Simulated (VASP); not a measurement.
# Al (Fm-3m) in VASP: single point with PBE

Aim: the single point of Al with PBE.

Program: VASP 6.6.1. These are calculated values, not measurements. Logs are shortened: lines on timing, memory, paths and dates and some standing lists are left out, and cuts for length are marked.

## (1) The cell of the first run

It takes space group Fm-3m (No. 225, cubic). Conventional cell: a = 4.050 Å, b = 4.050 Å, c = 4.050 Å, α = 90.00°, β = 90.00°, γ = 90.00°. Within 3.8 Å of Al (site symmetry m-3m) lie 12 Al at 2.86 Å.

## (2) Single point, PBE

File INCAR:

```
PREC = Accurate ; ENCUT = 500
EDIFF = 1E-6 ; ISMEAR = 1
SIGMA = 0.1 ; LREAL = F
LASPH = T ; NELM = 120
ALGO = Normal ; ISIF = 2
LWAVE = F ; LCHARG = F
GGA = PE ; NBANDS = 30
GGA_COMPAT = F
```

File KPOINTS:

```
regular mesh
0
Gamma
  2 3 3
```

File POSCAR:

```
Al
1.0
    0.0000000000      6.0744300000      6.0744300000
    4.0496200000      0.0000000000      4.0496200000
    4.0496200000      4.0496200000      0.0000000000
Al
12
Direct
    0.0000000000      0.0000000000      0.0000000000
    0.0000000000      0.0000000000      0.5000000000
    0.0000000000      0.5000000000      0.0000000000
    0.0000000000      0.5000000000      0.5000000000
    0.3333333333      0.0000000000      0.0000000000
    0.3333333333      0.0000000000      0.5000000000
    0.3333333333      0.5000000000      0.0000000000
    0.3333333333      0.5000000000      0.5000000000
    0.6666666667      0.0000000000      0.0000000000
    0.6666666667      0.0000000000      0.5000000000
    0.6666666667      0.5000000000      0.0000000000
    0.6666666667      0.5000000000      0.5000000000
```

Potentials or basis: VASP PAW PBE potentials, release 64 (Al).

Launch:

```bash
$ cat potpaw_PBE.64/Al/POTCAR > POTCAR
$ mpirun -np 1 vasp_std > vasp.out
```

OUTCAR:

```text
PREC = Accurate
   ENCUT = 500
   EDIFF = 1E-6
   ISMEAR = 1
   LREAL = F
   LASPH = T
   NELM = 120
   ISIF = 2
   GGA = PE

 ion  position               nearest neighbor table
   1  0.000  0.000  0.000-   5 2.86   9 2.86  10 2.86  11 2.86   6 2.86   7 2.86   2 2.86   4 2.86
                             2 2.86   3 2.86   4 2.86   3 2.86
   2  0.000  0.000  0.500-   6 2.86  10 2.86   9 2.86  12 2.86   5 2.86   8 2.86   1 2.86   3 2.86
                             1 2.86   3 2.86   4 2.86   4 2.86
   3  0.000  0.500  0.000-   7 2.86  11 2.86   9 2.86  12 2.86   8 2.86   5 2.86   2 2.86   4 2.86
                             1 2.86   1 2.86   2 2.86   4 2.86
   4  0.000  0.500  0.500-   8 2.86  12 2.86  11 2.86  10 2.86   7 2.86   6 2.86   1 2.86   3 2.86
                             2 2.86   1 2.86   2 2.86   3 2.86
   5  0.333  0.000  0.000-   1 2.86   2 2.86   3 2.86   6 2.86   7 2.86   6 2.86   8 2.86   7 2.86
                             8 2.86  10 2.86  11 2.86   9 2.86
   6  0.333  0.000  0.500-   2 2.86   1 2.86   4 2.86   5 2.86   8 2.86   5 2.86   7 2.86   7 2.86
                             8 2.86   9 2.86  12 2.86  10 2.86
   7  0.333  0.500  0.000-   3 2.86   1 2.86   4 2.86   5 2.86   8 2.86   6 2.86   8 2.86   5 2.86
                             6 2.86  12 2.86   9 2.86  11 2.86
   8  0.333  0.500  0.500-   4 2.86   3 2.86   2 2.86   6 2.86   7 2.86   5 2.86   7 2.86   5 2.86
                             6 2.86  11 2.86  10 2.86  12 2.86
   9  0.667  0.000  0.000-   1 2.86   2 2.86   3 2.86  10 2.86  10 2.86  12 2.86  11 2.86  11 2.86
                            12 2.86   6 2.86   7 2.86   5 2.86
  10  0.667  0.000  0.500-   2 2.86   1 2.86   4 2.86   9 2.86   9 2.86  11 2.86  12 2.86  11 2.86
                            12 2.86   5 2.86   8 2.86   6 2.86
  11  0.667  0.500  0.000-   3 2.86   4 2.86   1 2.86   9 2.86  10 2.86  12 2.86  12 2.86   9 2.86
                            10 2.86   5 2.86   8 2.86   7 2.86
  12  0.667  0.500  0.500-   4 2.86   3 2.86   2 2.86  10 2.86   9 2.86  11 2.86  11 2.86   9 2.86
                            10 2.86   6 2.86   7 2.86   8 2.86

  LATTYP: Found a face centered orthorhombic cell.
 ALAT       =     5.7270275265
 B/A-ratio  =     1.7320508076
 C/A-ratio  =     2.4494897428

  Lattice vectors:

 A1 = (   0.0000000000,   6.0744300000,   6.0744300000)
 A2 = (  -4.0496200000,   2.0248100000,   6.0744300000)
 A3 = (   4.0496200000,  -0.0000000000,   4.0496200000)

Analysis of symmetry for initial positions (statically):
=====================================================================
 Subroutine PRICEL returns following result:

  LATTYP: Found a face centered cubic cell.
 ALAT       =     4.0496200000

  Lattice vectors:

 A1 = (   0.0000000000,   2.0248099998,   2.0248099998)
 A2 = (   2.0248100000,   0.0000000000,   2.0248100000)
 A3 = (   2.0248100000,   2.0248100000,   0.0000000000)

  12 primitive cells build up your supercell.

 Routine SETGRP: Setting up the symmetry group for a
 face centered orthorhombic supercell.

 Subroutine GETGRP returns: Found  4 space group operations
 (whereof  4 operations were pure point group operations)
 out of a pool of  8 trial point group operations.

The static configuration has the point symmetry C_2h.

Analysis of symmetry for dynamics (positions and initial velocities):
=====================================================================
 Subroutine PRICEL returns following result:

  LATTYP: Found a face centered cubic cell.
 ALAT       =     4.0496200000

  Lattice vectors:

 A1 = (   0.0000000000,   2.0248099998,   2.0248099998)
 A2 = (   2.0248100000,   0.0000000000,   2.0248100000)
 A3 = (   2.0248100000,   2.0248100000,   0.0000000000)

  12 primitive cells build up your supercell.

 Routine SETGRP: Setting up the symmetry group for a
 face centered orthorhombic supercell.

 Subroutine GETGRP returns: Found  4 space group operations
 (whereof  4 operations were pure point group operations)
 out of a pool of  8 trial point group operations.

The dynamic configuration has the point symmetry C_2h.

 Subroutine INISYM returns: Found  4 space group operations
 (whereof  4 operations are pure point group operations),
 and found    12 'primitive' translations

[... 28 lines left out ...]

 Generating k-lattice:

  Cartesian coordinates                     Fractional coordinates (reciprocal lattice)
    -0.041156125  0.041156125  0.041156125     0.500000000  0.000000000  0.000000000
     0.041156125 -0.041156125  0.041156125     0.000000000  0.333333333  0.000000000
     0.041156125  0.041156125 -0.041156125     0.000000000  0.000000000  0.333333333

  Length of vectors
     0.071284499  0.071284499  0.071284499

  Shift w.r.t. Gamma in fractional coordinates (k-lattice)
     0.000000000  0.000000000  0.000000000

 WARNING: IBZKPT: internal override: KBLOWUP is changed to .FALSE.
      ... skipping the blow-up phase ...

 Subroutine IBZKPT returns following result:
 ===========================================

 Found      8 irreducible k-points:

 Following reciprocal coordinates:
            Coordinates               Weight
  0.000000  0.000000  0.000000      1.000000
  0.500000  0.000000  0.000000      1.000000
  0.000000  0.333333  0.000000      4.000000
  0.500000  0.333333  0.000000      4.000000
  0.000000  0.333333  0.333333      2.000000
  0.500000  0.333333  0.333333      2.000000
  0.000000 -0.333333  0.333333      2.000000
  0.500000 -0.333333  0.333333      2.000000
   k-points           NKPTS =      8   k-points in BZ     NKDIM =      8   number of bands    NBANDS=     30
   number of dos      NEDOS =    301   number of ions     NIONS =     12
   total plane-waves  NPLWV = 112896
   dimension x,y,z NGX =    64 NGY =   42 NGZ =   42
   dimension x,y,z NGXF=   128 NGYF=   84 NGZF=   84
   ions per type =              12
   NGX,Y,Z   is equivalent  to a cutoff of  12.39, 12.19, 12.19 a.u.
   NGXF,Y,Z  is equivalent  to a cutoff of  24.77, 24.38, 24.38 a.u.
 SYSTEM =  unknown system
   PREC   = accura    normal or accurate (medium, high low for compatibility)
   ISTART =      0    job   : 0-new  1-cont  2-samecut
   ICHARG =      2    charge: 1-file 2-atom 10-const
   ISPIN  =      1    spin polarized calculation?
   LNONCOLLINEAR =      F non collinear calculations
   LSORBIT =      F    spin-orbit coupling
   LASPH  =      T    aspherical Exc in radial PAW
   ENCUT  =  500.0 eV  36.75 Ry    6.06 a.u.  15.66 10.44 10.44*2*pi/ulx,y,z
   NELM   =    120;   NELMIN=  2; NELMDL= -5     # of ELM steps
   EDIFF  = 0.1E-05   stopping-criterion for ELM
   LREAL  =      F    real-space projection
   EDIFFG = 0.1E-04   stopping-criterion for IOM
   NSW    =      0    number of steps for IOM
   IBRION =     -1    ionic relax: 0-MD 1-quasi-New 2-CG
   NFREE  =      0    steps in history (QN), initial steepest desc. (CG)
   ISIF   =      2    stress and relaxation
   ISYM   =      2    0-nonsym 1-usesym 2-fastsym
   POTIM  = 0.5000    time-step for ionic-motion
   TEBEG  =    0.0;   TEEND  =   0.0 temperature during run
   PSTRESS=    0.0 pullay stress
   NELECT =      36.0000    total number of electrons
   NUPDOWN=      -1.0000    fix difference up-down
   EMIN   =  10.00;   EMAX   =-10.00  energy-range for DOS
   EFERMI =   0.00;   METHOD = LEGACY
   ISMEAR =     1;   SIGMA  =   0.10  broadening in eV -4-tet -1-fermi 0-gaus
   EFERMI_NEDOS =   21; number of points for ismear=-14 and -15
   IALGO  =     38    algorithm
   IMIX   =      4    mixing-type and parameters
     AMIX     =   0.40;   BMIX     =  1.00
     AMIX_MAG =   1.60;   BMIX_MAG =  1.00
  volume/ion in A,a.u.               =      16.60       112.04
  Fermi-wavevector in a.u.,A,eV,Ry     =   0.925524  1.748987 11.654676  0.856594
  Thomas-Fermi vector in A             =   2.051388
   LORBIT       =      0    0 simple, 1 ext, 2 COOP (PROOUT), +10 PAW based schemes
   GGA     = PE    functional components
   LHFCALC =     F    Hartree Fock is set to
   AEXX    =    0.0000 exact exchange contribution
   IVDW    =     0    specifies the selected vdW correction
   LEPSILON=     F    determine dielectric tensor
   LRPA    =     F    only Hartree local field effects (RPA)
 non-spin polarized calculation
 Methfessel and Paxton  Order N= 1 SIGMA  =   0.10
  energy-cutoff  :      500.00
  volume of cell :      199.23
 maximum number of plane-waves:      5094
 NGX is ok and might be reduce to    64
   NGX = 31   NGY = 21   NGZ = 21

 number of electron      36.0000000 magnetization

 Free energy of the ion-electron system (eV)
  ---------------------------------------------------
  ext. energy  EPLUGINS =         0.00000000
  ---------------------------------------------------
  free energy    TOTEN  =       -45.73020638 eV

  energy without entropy =      -45.71720976  energy(sigma->0) =      -45.72587417

 E-fermi :   8.3120     XC(G=0): -10.1746

 val. band max:        7.2850584321   @ k =   0.5000   0.3333   0.0000
 cond. band min:       8.3190878998   @ k =   0.0000  -0.3333   0.3333
 fundamental gap:      1.0340294676
 Fermi energy:         8.3119611104

 k-point     1 :       0.0000    0.0000    0.0000
  band No.  band energies     occupation
      1      -3.1569      2.00000
      2      -0.1788      2.00000
      3      -0.1788      2.00000
      4       2.7354      2.00000
      5       2.7354      2.00000
      6       3.3668      2.00000
[... 253 lines left out ...]
     29      11.0853      0.00000
     30      11.0853      0.00000

------------------------ aborting loop because EDIFF is reached ----------------------------------------

  FORCE on cell =-STRESS in cart. coord.  units (eV):
  Direction    XX          YY          ZZ          XY          YZ          ZX
  --------------------------------------------------------------------------------------
  -------------------------------------------------------------------------------------
  Total        0.0376570      0.0376640      0.0376640     -0.0000014      0.0000042     -0.0000014
  in kB        0.3028251      0.3028817      0.3028817     -0.0000110      0.0000340     -0.0000111
  external PRESSURE =       0.3028628 kB  Pullay stress =       0.0000000 kB

 VOLUME and BASIS-vectors are now :
 -----------------------------------------------------------------------------
  energy-cutoff  :      500.00
  volume of cell :      199.23
      direct lattice vectors                 reciprocal lattice vectors
     0.000000000  6.074430000  6.074430000    -0.082312250  0.082312250  0.082312250
     4.049620000  0.000000000  4.049620000     0.123468375 -0.123468375  0.123468375
     4.049620000  4.049620000  0.000000000     0.123468375  0.123468375 -0.123468375

 POSITION                                       TOTAL-FORCE (eV/Angst)
 -----------------------------------------------------------------------------------
      0.00000      0.00000      0.00000         0.000000     -0.000000      0.000000
      2.02481      2.02481      0.00000        -0.000000     -0.000000     -0.000000
      2.02481      0.00000      2.02481         0.000000     -0.000000      0.000000
      4.04962      2.02481      2.02481        -0.000000      0.000000     -0.000000
      0.00000      2.02481      2.02481         0.000000      0.000000      0.000000
      2.02481      4.04962      2.02481         0.000000     -0.000000      0.000000
      2.02481      2.02481      4.04962        -0.000000      0.000000     -0.000000
      4.04962      4.04962      4.04962        -0.000000      0.000000     -0.000000
      0.00000      4.04962      4.04962         0.000000      0.000000      0.000000
      2.02481      6.07443      4.04962        -0.000000     -0.000000     -0.000000
      2.02481      4.04962      6.07443         0.000000     -0.000000     -0.000000
      4.04962      6.07443      6.07443         0.000000     -0.000000      0.000000
 -----------------------------------------------------------------------------------
    total drift:                                0.000000     -0.000000      0.000000

  FREE ENERGIE OF THE ION-ELECTRON SYSTEM (eV)
  ---------------------------------------------------
  free  energy   TOTEN  =       -45.7302063765 eV

  energy  without entropy=      -45.7172097646  energy(sigma->0) =      -45.72587417
```

Wall time 43 s (1 thread of Intel Xeon Platinum 8259CL at 2.50GHz (Skylake/Cascade Lake), shared host); peak memory 0.31 GiB.

What came out:

- Free energy: -45.7302 eV
- Pressure: 0.0 GPa
- Band gap on the k mesh: zero (bands 18 and 19 overlap by 3.30 eV)

Caveat: the k points lie up to 0.45 Å⁻¹ apart, too coarse for converged energies and pressures of a metal.
